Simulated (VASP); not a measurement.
# Cu (Fm-3m) in VASP: further runs

Runs on Cu. Level: r2SCAN. Tasks: single point.

Everything below comes from runs of VASP 6.6.1. Logs are shortened: lines on timing, memory, paths and dates and some standing lists are left out, and cuts for length are marked.

### 1 The cell of the first run

The structure is cubic, space group Fm-3m (No. 225). The conventional cell has a = 3.606 Å, b = 3.606 Å, c = 3.606 Å, α = 90.00°, β = 90.00°, γ = 90.00°. Cu (site symmetry m-3m) has 12 Cu at 2.55 Å within 3.4 Å.

### 2 Single point, r2SCAN

The input, POSCAR:

```
Cu
1.0
    0.0000000000      1.8029504109      1.8029504109
    1.8029504109      0.0000000000      1.8029504109
    1.8029504109      1.8029504109      0.0000000000
Cu
1
Direct
    0.0000000000      0.0000000000      0.0000000000
```

The input, INCAR.step1:

```
SYSTEM = Cu
PREC = Accurate
ENCUT = 520
ISMEAR = -1
SIGMA = 0.1
LREAL = .FALSE.
LASPH = .TRUE.
NELM = 60
NBANDS = 12
GGA = PE
ALGO = Normal
EDIFF = 1E-4
LWAVE = .TRUE.
LCHARG = .FALSE.
```

The input, INCAR.step2:

```
SYSTEM = Cu
PREC = Accurate
ENCUT = 520
EDIFF = 1E-6
ISMEAR = -1
SIGMA = 0.1
LREAL = .FALSE.
LASPH = .TRUE.
NELM = 60
ALGO = Normal
ISIF = 2
LWAVE = .FALSE.
LCHARG = .TRUE.
METAGGA = R2SCAN
LMIXTAU = .TRUE.
LELF = .TRUE.
LVHAR = .TRUE.
NBANDS = 12
ISTART = 1
```

The input, KPOINTS:

```
regular mesh
0
G
  16 16 16
  0 0 0
```

Potentials or basis: VASP PAW PBE potentials, release 64 (Cu).

Command:

```console
$ cat potpaw_PBE.64/Cu/POTCAR > POTCAR
$ cp INCAR.step1 INCAR
$ mpirun -np 1 vasp_std > vasp.out
$ cp INCAR.step2 INCAR
$ mpirun -np 1 vasp_std > vasp.out
```

OUTCAR:

```text
SYSTEM = Cu
   PREC = Accurate
   ENCUT = 520
   EDIFF = 1E-6
   ISMEAR = -1
   LREAL = .FALSE.
   LASPH = .TRUE.
   NELM = 60
   ISIF = 2
   METAGGA = R2SCAN
   ISTART = 1

 ion  position               nearest neighbor table
   1  0.000  0.000  0.000-

  LATTYP: Found a face centered cubic cell.
 ALAT       =     3.6059008218

  Lattice vectors:

 A1 = (   0.0000000000,   1.8029504109,   1.8029504109)
 A2 = (   1.8029504109,   0.0000000000,   1.8029504109)
 A3 = (   1.8029504109,   1.8029504109,   0.0000000000)

Analysis of symmetry for initial positions (statically):
=====================================================================
 Subroutine PRICEL returns:
 Original cell was already a primitive cell.

 Routine SETGRP: Setting up the symmetry group for a
 face centered cubic supercell.

 Subroutine GETGRP returns: Found 48 space group operations
[... 9 lines left out ...]

 Routine SETGRP: Setting up the symmetry group for a
 face centered cubic supercell.

 Subroutine GETGRP returns: Found 48 space group operations
[... 11 lines left out ...]
                                     Primitive cell

  volume of cell :      11.7215

  direct lattice vectors                    reciprocal lattice vectors
     0.000000000  1.802950411  1.802950411    -0.277323213  0.277323213  0.277323213
     1.802950411  0.000000000  1.802950411     0.277323213 -0.277323213  0.277323213
     1.802950411  1.802950411  0.000000000     0.277323213  0.277323213 -0.277323213

  length of vectors
     2.549756923  2.549756923  2.549756923     0.480337894  0.480337894  0.480337894

  position of ions in fractional coordinates (direct lattice)
     0.000000000  0.000000000  0.000000000

  ion indices of the primitive-cell ions
   primitive index   ion index
                 1           1

----------------------------------------------------------------------------------------

 KPOINTS: regular mesh

Automatic generation of k-mesh.
 Grid dimensions read from file:
 generate k-points for:   16   16   16

 Generating k-lattice:

  Cartesian coordinates                     Fractional coordinates (reciprocal lattice)
    -0.017332701  0.017332701  0.017332701     0.062500000  0.000000000  0.000000000
     0.017332701 -0.017332701  0.017332701     0.000000000  0.062500000  0.000000000
     0.017332701  0.017332701 -0.017332701     0.000000000  0.000000000  0.062500000

  Length of vectors
     0.030021118  0.030021118  0.030021118

  Shift w.r.t. Gamma in fractional coordinates (k-lattice)
     0.000000000  0.000000000  0.000000000

 Subroutine IBZKPT returns following result:
 ===========================================

[... 49 lines left out ...]
   EDIFFG = 0.1E-04   stopping-criterion for IOM
   NSW    =      0    number of steps for IOM
   IBRION =     -1    ionic relax: 0-MD 1-quasi-New 2-CG
   NFREE  =      0    steps in history (QN), initial steepest desc. (CG)
   ISIF   =      2    stress and relaxation
   ISYM   =      2    0-nonsym 1-usesym 2-fastsym
   POTIM  = 0.5000    time-step for ionic-motion
   TEBEG  =    0.0;   TEEND  =   0.0 temperature during run
   PSTRESS=    0.0 pullay stress
   NELECT =      11.0000    total number of electrons
   NUPDOWN=      -1.0000    fix difference up-down
   EMIN   =  10.00;   EMAX   =-10.00  energy-range for DOS
   EFERMI =   0.00;   METHOD = LEGACY
   ISMEAR =    -1;   SIGMA  =   0.10  broadening in eV -4-tet -1-fermi 0-gaus
   EFERMI_NEDOS =   21; number of points for ismear=-14 and -15
   IALGO  =     38    algorithm
   IMIX   =      4    mixing-type and parameters
     AMIX     =   0.40;   BMIX     =  1.00
     AMIX_MAG =   1.60;   BMIX_MAG =  1.00
  volume/ion in A,a.u.               =      11.72        79.10
  Fermi-wavevector in a.u.,A,eV,Ry     =   1.602797  3.028848 34.952813  2.568959
  Thomas-Fermi vector in A             =   2.699561
   LORBIT       =      0    0 simple, 1 ext, 2 COOP (PROOUT), +10 PAW based schemes
   METAGGA = R2SCAN    functional components
   LHFCALC =     F    Hartree Fock is set to
   AEXX    =    0.0000 exact exchange contribution
   IVDW    =     0    specifies the selected vdW correction
   LEPSILON=     F    determine dielectric tensor
   LRPA    =     F    only Hartree local field effects (RPA)
 non-spin polarized calculation
  energy-cutoff  :      520.00
  volume of cell :       11.72
 maximum number of plane-waves:       332
   NGX =  9   NGY =  9   NGZ =  9

 number of electron      11.0000004 magnetization

 Free energy of the ion-electron system (eV)
  ---------------------------------------------------
  ext. energy  EPLUGINS =         0.00000000
  ---------------------------------------------------
  free energy    TOTEN  =       -10.82943047 eV

  energy without entropy =      -10.81984873  energy(sigma->0) =      -10.82463960

 E-fermi :   7.4675     XC(G=0): -13.7948

 val. band max:        7.4351931314   @ k =   0.5000   0.1875   0.0625
 cond. band min:       7.5026393566   @ k =   0.5000   0.3125   0.1250
 fundamental gap:      0.0674462252
 Fermi energy:         7.4675432763

 k-point     1 :       0.0000    0.0000    0.0000
  band No.  band energies     occupation
      1      -2.2363      2.00000
      2       4.3324      2.00000
      3       4.3325      2.00000
      4       4.3325      2.00000
      5       5.1572      2.00000
      6       5.1572      2.00000
      7      30.9359      0.00000
      8      34.0281      0.00000
      9      34.0281      0.00000
     10      34.0284      0.00000
     11      36.4193      0.00000
     12      36.4194      0.00000
[... 331 lines left out ...]
 k-point    24 :      -0.0625    0.0625    0.0000
  band No.  band energies     occupation
      1      -1.8420      2.00000
      2       4.2426      2.00000
      3       4.4001      2.00000
      4       4.4137      2.00000
      5       5.0925      2.00000
      6       5.1710      2.00000
      7      28.9807      0.00000
      8      30.3048      0.00000
      9      32.9463      0.00000
     10      34.5816      0.00000
     11      36.6205      0.00000
     12      37.3379      0.00000

 [... further k-points ...]
[... 5 lines left out ...]
  --------------------------------------------------------------------------------------
  -------------------------------------------------------------------------------------
  Total       -0.2227266     -0.2227266     -0.2227266      0.0000000     -0.0000000      0.0000000
  in kB      -30.4439719    -30.4439719    -30.4439719      0.0000000     -0.0000000      0.0000000
  external PRESSURE =     -30.4439719 kB  Pullay stress =       0.0000000 kB

 VOLUME and BASIS-vectors are now :
 -----------------------------------------------------------------------------
  energy-cutoff  :      520.00
  volume of cell :       11.72
      direct lattice vectors                 reciprocal lattice vectors
     0.000000000  1.802950411  1.802950411    -0.277323213  0.277323213  0.277323213
     1.802950411  0.000000000  1.802950411     0.277323213 -0.277323213  0.277323213
     1.802950411  1.802950411  0.000000000     0.277323213  0.277323213 -0.277323213

 POSITION                                       TOTAL-FORCE (eV/Angst)
 -----------------------------------------------------------------------------------
      0.00000      0.00000      0.00000         0.000000      0.000000      0.000000
 -----------------------------------------------------------------------------------
    total drift:                                0.000000      0.000000      0.000000

  FREE ENERGIE OF THE ION-ELECTRON SYSTEM (eV)
  ---------------------------------------------------
  free  energy   TOTEN  =       -10.8294304721 eV

  energy  without entropy=      -10.8198487296  energy(sigma->0) =      -10.82463960
```

Wall time 55 s (1 thread of Intel Xeon 6975P-C, shared host); peak memory 0.14 GiB.

What came out:

- Free energy: -10.8294 eV
- Pressure: -3.0 GPa

Caveat: the PAW data sets were made with another functional, which shifts forces and pressure a little.

### 3 Single point, r2SCAN

POSCAR is that of step 2.

The input, INCAR.step1:

```
PREC = Accurate
ENCUT = 520
ISMEAR = -1
SIGMA = 0.1
LREAL = False
LASPH = True
NELM = 100
NBANDS = 12
GGA = PE
ALGO = Normal
EDIFF = 1E-4
LWAVE = True
LCHARG = False
```

The input, INCAR.step2:

```
PREC = Accurate
ENCUT = 520
EDIFF = 1E-7
ISMEAR = -1
SIGMA = 0.1
LREAL = False
LASPH = True
NELM = 100
ALGO = Normal
ISIF = 2
LWAVE = False
LCHARG = True
METAGGA = R2SCAN
LMIXTAU = True
LELF = True
LVHAR = True
NBANDS = 12
ISTART = 1
```

The input, KPOINTS:

```
Automatic mesh
0
Gamma
  16 16 16
```

Potentials or basis: VASP PAW PBE potentials, release 64 (Cu).

Command:

```console
$ cat potpaw_PBE.64/Cu/POTCAR > POTCAR
$ cp INCAR.step1 INCAR
$ mpirun -np 1 vasp_std > vasp.out
$ cp INCAR.step2 INCAR
$ mpirun -np 1 vasp_std > vasp.out
```

Wall time 66 s (1 thread of Intel Xeon 6975P-C, shared host); peak memory 0.14 GiB.

Results (log left out):

```
Free energy : -10.8294 eV
Pressure    : -3.0 GPa
```

Levels at points of the mesh, in eV from the Fermi level:
```
           k point  band 4  band 5  band 6  band 7  band 8  band 9
(0.00, 0.00, 0.00)   -3.14   -2.31   -2.31   23.47   26.56   26.56
(0.50, 0.00, 0.00)   -1.72   -1.72   -1.04    4.03   21.97   23.28
(0.50, 0.50, 0.00)   -1.56   -1.56    1.61    7.51   13.85   13.85
```

Caveat: the PAW data sets were made with another functional, which shifts forces and pressure a little.

### 4 Single point, r2SCAN

This run uses another cell than the first one, of 12.08 Å³/atom, 1.031 times its volume.

The input, POSCAR:

```
Cu
1.0
    0.0000000000      1.8211632639      1.8211632639
    1.8211632639      0.0000000000      1.8211632639
    1.8211632639      1.8211632639      0.0000000000
Cu
1
Direct
    0.0000000000      0.0000000000      0.0000000000
```

The input, INCAR.step1:

```
  ALGO = Normal
  EDIFF = 1E-4
  ENCUT = 520
  GGA = PE
  ISMEAR = -1
  LASPH = True
  LCHARG = False
  LREAL = False
  LWAVE = True
  NBANDS = 12
  NELM = 60
  PREC = Accurate
  SIGMA = 0.1
```

The input, INCAR.step2:

```
  ALGO = Normal
  EDIFF = 1E-6
  ENCUT = 520
  ISIF = 2
  ISMEAR = -1
  ISTART = 1
  LASPH = True
  LCHARG = False
  LMIXTAU = True
  LREAL = False
  LWAVE = False
  METAGGA = R2SCAN
  NBANDS = 12
  NELM = 60
  PREC = Accurate
  SIGMA = 0.1
```

The input, KPOINTS:

```
k-points
0
Gamma
  16 16 16
```

Command:

```console
$ cat potpaw_PBE.64/Cu/POTCAR > POTCAR
$ cp INCAR.step1 INCAR
$ mpirun -np 1 vasp_std > vasp.out
$ cp INCAR.step2 INCAR
$ mpirun -np 1 vasp_std > vasp.out
```

Wall time 64 s (1 thread of Intel Xeon 6975P-C, shared host); peak memory 0.14 GiB.

The run converged. Its results:

| Property | Result |
| --- | --- |
| Free energy | -10.8184 eV |
| Pressure | -7.1 GPa |

Levels at points of the mesh, in eV from the Fermi level:
| k point | band 4 | band 5 | band 6 | band 7 | band 8 | band 9 |
| --- | --- | --- | --- | --- | --- | --- |
| (0.00, 0.00, 0.00) | -3.04 | -2.25 | -2.25 | 23.22 | 26.07 | 26.07 |
| (0.50, 0.00, 0.00) | -1.68 | -1.68 | -0.95 | 3.88 | 21.74 | 22.80 |
| (0.50, 0.50, 0.00) | -1.53 | -1.53 | 1.63 | 7.30 | 13.61 | 13.61 |

Caveat: the PAW data sets were made with another functional, which shifts forces and pressure a little.
